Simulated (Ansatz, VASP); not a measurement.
One calculation of ZnInGaO4, two programs

The input INCAR:

```
SYSTEM = ZnInGaO4
PREC     = Accurate       ! precision mode
ENCUT    = 520            ! plane-wave cutoff, eV
EDIFF    = 1E-6           ! SCF threshold, eV
ISMEAR   = 0              ! smearing method
SIGMA    = 0.05           ! smearing width, eV
LREAL    = .False.        ! projectors in reciprocal space
LASPH    = .True.         ! aspherical terms in the spheres
NELM     = 100            ! most SCF steps
ALGO     = Normal         ! electronic algorithm
ISIF     = 2              ! what is computed and relaxed
LWAVE    = .False.        ! write WAVECAR
LCHARG   = .False.        ! write CHGCAR
NBANDS   = 40             ! bands
```

Contents of KPOINTS:

```
Automatic mesh
0
Gamma
  12 12 12
  0 0 0
```

The input POSCAR:

```
ZnInGaO4
1.0
    1.6803268679      0.9701371695      8.7134054620
   -1.6803268679      0.9701371695      8.7134054620
    0.0000000000     -1.9402743390      8.7134054620
Zn In Ga O
1 1 1 4
Direct
    0.2183820000      0.2183820000      0.2183820000
    0.0027680000      0.0027680000      0.0027680000
    0.7870340000      0.7870340000      0.7870340000
    0.2951430000      0.2951430000      0.2951430000
    0.7113580000      0.7113580000      0.7113580000
    0.1217170000      0.1217170000      0.1217170000
    0.8635990000      0.8635990000      0.8635990000
```

Input for Ansatz:

```yaml
crystal:
  lattice:
    - [1.6803268679, 0.9701371695, 8.713405462]
    - [-1.6803268679, 0.9701371695, 8.713405462]
    - [0.0, -1.940274339, 8.713405462]
  atoms:
    - { symbol: Zn, position: [0.218382, 0.218382, 0.218382] }
    - { symbol: In, position: [0.002768, 0.002768, 0.002768] }
    - { symbol: Ga, position: [0.787034, 0.787034, 0.787034] }
    - { symbol: O, position: [0.295143, 0.295143, 0.295143] }
    - { symbol: O, position: [0.711358, 0.711358, 0.711358] }
    - { symbol: O, position: [0.121717, 0.121717, 0.121717] }
    - { symbol: O, position: [0.863599, 0.863599, 0.863599] }
basis:
  ecutwfc: 420
kpoints:
  mp_grid: { grid: [12, 12, 12] }
hamiltonian:
  xc: lda
scf:
  occupations: { method: gaussian, width: 0.05 }
output:
  forces: true
  stress: true
  eigenvalues: true
```

Alike in both runs: task single point; functional LDA; k mesh 12 × 12 × 12; occupations gaussian, width 0.05 eV; no spin polarisation.

```csv
,VASP,Ansatz
version,VASP 6.6.1,Ansatz 0.2.0
potentials or method,"VASP PAW LDA potentials, release 64 (Zn, In_d, Ga_d, O), cutoff 520 eV","scalar-relativistic, plane waves, PAW"
valence electrons in the cell,62,62
```

```csv
,VASP,Ansatz,Ansatz less VASP
gap on the k mesh at the Fermi level (eV),0.99,0.99,-0.010
least direct gap on the mesh (eV),0.99,0.99,-0.010
pressure (GPa),-11.0,-11.9,-0.91
rms of the force components (eV/Å),0.034,0.033,-0.0012
```

LDA's correlation is that of Perdew and Zunger in VASP and of Perdew and Wang (1992) in Ansatz. Atom by atom the forces differ by 0.008 eV/Å (rms over components).
